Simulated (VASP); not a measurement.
# Cu (I4/mmm) in VASP: density of states with PBE

Aim: the density of states of Cu with PBE.

Program: VASP 6.6.1. These are calculated values, not measurements. Logs are shortened: lines on timing, memory, paths and dates and some standing lists are left out, and cuts for length are marked.

## Step 1: The cell of the first run

Symmetry: I4/mmm, No. 139, tetragonal system. The conventional cell has a = 2.951 Å, b = 2.951 Å, c = 2.759 Å, α = 90.00°, β = 90.00°, γ = 90.00°. Within 3.3 Å of Cu (site symmetry 4/mmm) lie 14 Cu at 2.50 to 2.95 Å.

## Step 2: Density of states, PBE

The input, POSCAR:

```
Cu
1.0
   -1.4755302431      1.4755302431      1.3795566845
    1.4755302431     -1.4755302431      1.3795566845
    1.4755302431      1.4755302431     -1.3795566845
Cu
1
Direct
    0.0000000000      0.0000000000      0.0000000000
```

The input, INCAR.step1:

```
SYSTEM = Cu
ALGO = Normal
EDIFF = 1E-6
ENCUT = 520
GGA = PE
ISIF = 2
ISMEAR = 0
LASPH = .True.
LCHARG = .True.
LMAXMIX = 4
LREAL = .False.
LWAVE = .False.
NBANDS = 12
NELM = 100
PREC = Accurate
SIGMA = 0.1
```

The input, KPOINTS.step1:

```
k-points
0
Gamma
  20 20 20
  0 0 0
```

The input, INCAR.step2:

```
SYSTEM = Cu
ALGO = Normal
EDIFF = 1E-6
ENCUT = 520
GGA = PE
ICHARG = 11
ISIF = 2
ISMEAR = -5
LASPH = .True.
LCHARG = .False.
LMAXMIX = 4
LORBIT = 11
LREAL = .False.
LWAVE = .False.
NEDOS = 1001
NELM = 100
PREC = Accurate
SIGMA = 0.1
```

The input, KPOINTS.step2:

```
k-points
0
Gamma
  30 30 30
  0 0 0
```

Potentials or basis: VASP PAW PBE potentials, release 64 (Cu).

Started as:

```
cat potpaw_PBE.64/Cu/POTCAR > POTCAR
cp INCAR.step1 INCAR
cp KPOINTS.step1 KPOINTS
mpirun -np 1 vasp_std > vasp.out
cp INCAR.step2 INCAR
cp KPOINTS.step2 KPOINTS
mpirun -np 1 vasp_std > vasp.out
```

OUTCAR:

```text
SYSTEM = Cu
   EDIFF = 1E-6
   ENCUT = 520
   GGA = PE
   ICHARG = 11
   ISIF = 2
   ISMEAR = -5
   LASPH = .True.
   LORBIT = 11
   LREAL = .False.
   NELM = 100
   PREC = Accurate

 ion  position               nearest neighbor table
   1  0.000  0.000  0.000-

  LATTYP: Found a body centered tetragonal cell.
 ALAT       =     2.9510604862
 C/A-ratio  =     0.9349565629

  Lattice vectors:

 A1 = (  -1.4755302431,   1.4755302431,   1.3795566845)
 A2 = (   1.4755302431,  -1.4755302431,   1.3795566845)
 A3 = (   1.4755302431,   1.4755302431,  -1.3795566845)

Analysis of symmetry for initial positions (statically):
=====================================================================
 Subroutine PRICEL returns:
 Original cell was already a primitive cell.

 Routine SETGRP: Setting up the symmetry group for a
 body centered tetragonal supercell.

 Subroutine GETGRP returns: Found 16 space group operations
 (whereof 16 operations were pure point group operations)
 out of a pool of 16 trial point group operations.

The static configuration has the point symmetry D_4h.

Analysis of symmetry for dynamics (positions and initial velocities):
=====================================================================
 Subroutine PRICEL returns:
 Original cell was already a primitive cell.

 Routine SETGRP: Setting up the symmetry group for a
 body centered tetragonal supercell.

 Subroutine GETGRP returns: Found 16 space group operations
 (whereof 16 operations were pure point group operations)
 out of a pool of 16 trial point group operations.

The dynamic configuration has the point symmetry D_4h.

 Subroutine INISYM returns: Found 16 space group operations
 (whereof 16 operations are pure point group operations),
 and found     1 'primitive' translations

----------------------------------------------------------------------------------------

                                     Primitive cell

  volume of cell :      12.0142

  direct lattice vectors                    reciprocal lattice vectors
    -1.475530243  1.475530243  1.379556685     0.000000000  0.338861235  0.362435270
     1.475530243 -1.475530243  1.379556685     0.338861235  0.000000000  0.362435270
     1.475530243  1.475530243 -1.379556685     0.338861235  0.338861235  0.000000000

  length of vectors
     2.501510672  2.501510672  2.501510672     0.496171605  0.496171605  0.479222154

  position of ions in fractional coordinates (direct lattice)
     0.000000000  0.000000000  0.000000000

[... 83 lines left out ...]
   ISIF   =      2    stress and relaxation
   ISYM   =      2    0-nonsym 1-usesym 2-fastsym
   POTIM  = 0.5000    time-step for ionic-motion
   TEBEG  =    0.0;   TEEND  =   0.0 temperature during run
   PSTRESS=    0.0 pullay stress
   NELECT =      11.0000    total number of electrons
   NUPDOWN=      -1.0000    fix difference up-down
   EMIN   =  10.00;   EMAX   =-10.00  energy-range for DOS
   EFERMI =   0.00;   METHOD = LEGACY
   ISMEAR =    -5;   SIGMA  =   0.10  broadening in eV -4-tet -1-fermi 0-gaus
   EFERMI_NEDOS =   21; number of points for ismear=-14 and -15
   IALGO  =     38    algorithm
   IMIX   =      4    mixing-type and parameters
     AMIX     =   0.40;   BMIX     =  1.00
     AMIX_MAG =   1.60;   BMIX_MAG =  1.00
  volume/ion in A,a.u.               =      12.01        81.08
  Fermi-wavevector in a.u.,A,eV,Ry     =   1.589671  3.004042 34.382637  2.527053
  Thomas-Fermi vector in A             =   2.688484
   LORBIT       =     11    0 simple, 1 ext, 2 COOP (PROOUT), +10 PAW based schemes
   GGA     = PE    functional components
   LHFCALC =     F    Hartree Fock is set to
   AEXX    =    0.0000 exact exchange contribution
   IVDW    =     0    specifies the selected vdW correction
   LEPSILON=     F    determine dielectric tensor
   LRPA    =     F    only Hartree local field effects (RPA)
 non-spin polarized calculation
 Fermi weights with tetrahedron method with Bloechl corrections
  energy-cutoff  :      520.00
  volume of cell :       12.01
 maximum number of plane-waves:       338

 number of electron      10.9999992 magnetization

 Free energy of the ion-electron system (eV)
  ---------------------------------------------------
  ext. energy  EPLUGINS =         0.00000000
  ---------------------------------------------------
  free energy    TOTEN  =        -3.69305875 eV

  energy without entropy =       -3.69305875  energy(sigma->0) =       -3.69305875

 E-fermi :   7.3856     XC(G=0): -12.6277

 val. band max:        7.3900533033   @ k =  -0.4667  -0.4667   0.0333
 cond. band min:       7.3757636145   @ k =  -0.2667  -0.3000   0.2000
 fundamental gap:     -0.0142896888
 Fermi energy:         7.3855991105

 k-point     1 :       0.0000    0.0000    0.0000
  band No.  band energies     occupation
      1      -1.8407      2.00000
      2       4.1620      2.00000
      3       4.4230      2.00000
      4       4.4230      2.00000
      5       5.1500      2.00000
      6       5.4268      2.00000
      7      31.4867      0.00000
      8      31.4867      0.00000
      9      33.3514      0.00000
[... 265 lines left out ...]
 k-point    24 :       0.2667    0.0333    0.0000
  band No.  band energies     occupation
      1       1.0107      2.00000
      2       3.8284      2.00000
      3       4.3286      2.00000
      4       5.2228      2.00000
      5       5.2924      2.00000
      6       5.3852      2.00000
      7      19.5408      0.00000
      8      25.9916      0.00000
      9      26.5119      0.00000

 [... further k-points ...]

------------------------ aborting loop because EDIFF is reached ----------------------------------------

  FORCE on cell =-STRESS in cart. coord.  units (eV):
  Direction    XX          YY          ZZ          XY          YZ          ZX
  --------------------------------------------------------------------------------------
  -------------------------------------------------------------------------------------
  Total        0.1702830      0.1702830      0.1685519      0.0000000      0.0000000      0.0000000
  in kB       22.7083722     22.7083722     22.4775222      0.0000000      0.0000000      0.0000000
  external PRESSURE =      22.6314222 kB  Pullay stress =       0.0000000 kB

 VOLUME and BASIS-vectors are now :
 -----------------------------------------------------------------------------
  energy-cutoff  :      520.00
  volume of cell :       12.01
      direct lattice vectors                 reciprocal lattice vectors
    -1.475530243  1.475530243  1.379556685     0.000000000  0.338861235  0.362435270
     1.475530243 -1.475530243  1.379556685     0.338861235  0.000000000  0.362435270
     1.475530243  1.475530243 -1.379556685     0.338861235  0.338861235  0.000000000

 POSITION                                       TOTAL-FORCE (eV/Angst)
 -----------------------------------------------------------------------------------
      0.00000      0.00000      0.00000        -0.000000      0.000000     -0.000000
 -----------------------------------------------------------------------------------
    total drift:                               -0.000000     -0.000000      0.000000

  FREE ENERGIE OF THE ION-ELECTRON SYSTEM (eV)
  ---------------------------------------------------
  free  energy   TOTEN  =        -3.6930587502 eV

  energy  without entropy=       -3.6930587502  energy(sigma->0) =       -3.69305875

 total charge

# of ion       s       p       d       tot
------------------------------------------
    1        0.441   0.370   9.174   9.986
```

OSZICAR.step1:

```text
N       E                     dE             d eps       ncg     rms          rms(c)
DAV:   1     0.427424103992E+02    0.42742E+02   -0.54068E+03 17124   0.153E+03
DAV:   2    -0.323236276401E+01   -0.45975E+02   -0.42613E+02 15848   0.203E+02
DAV:   3    -0.457597040282E+01   -0.13436E+01   -0.13363E+01 17792   0.398E+01
DAV:   4    -0.458424055659E+01   -0.82702E-02   -0.82689E-02 17328   0.277E+00
DAV:   5    -0.458431972149E+01   -0.79165E-04   -0.79164E-04 17976   0.278E-01    0.758E+00
DAV:   6    -0.407471244284E+01    0.50961E+00   -0.14134E+01 17864   0.713E+01    0.398E+00
DAV:   7    -0.370443510269E+01    0.37028E+00   -0.22925E+00 18056   0.287E+01    0.609E-01
DAV:   8    -0.369284127654E+01    0.11594E-01   -0.48431E-03 19388   0.749E-01    0.253E-01
DAV:   9    -0.369171115442E+01    0.11301E-02   -0.69714E-03 19308   0.144E+00    0.318E-02
DAV:  10    -0.369171223175E+01   -0.10773E-05   -0.43333E-05 23016   0.112E-01    0.892E-03
DAV:  11    -0.369171088519E+01    0.13466E-05   -0.13059E-06 13356   0.216E-02    0.259E-04
DAV:  12    -0.369171102236E+01   -0.13717E-06   -0.78068E-08  8484   0.313E-03
   1 F= -.36917110E+01 E0= -.36905406E+01  d E =-.234078E-02
```

Run time: 99 s. Hardware: 1 thread of AMD EPYC 9R45 (Zen 5), shared host; peak memory 0.41 GiB.

Results:

```
Valence electrons inside the program's atomic spheres : Cu 9.99
```

Caveat: tetrahedron occupations give inexact forces and stress in metals.
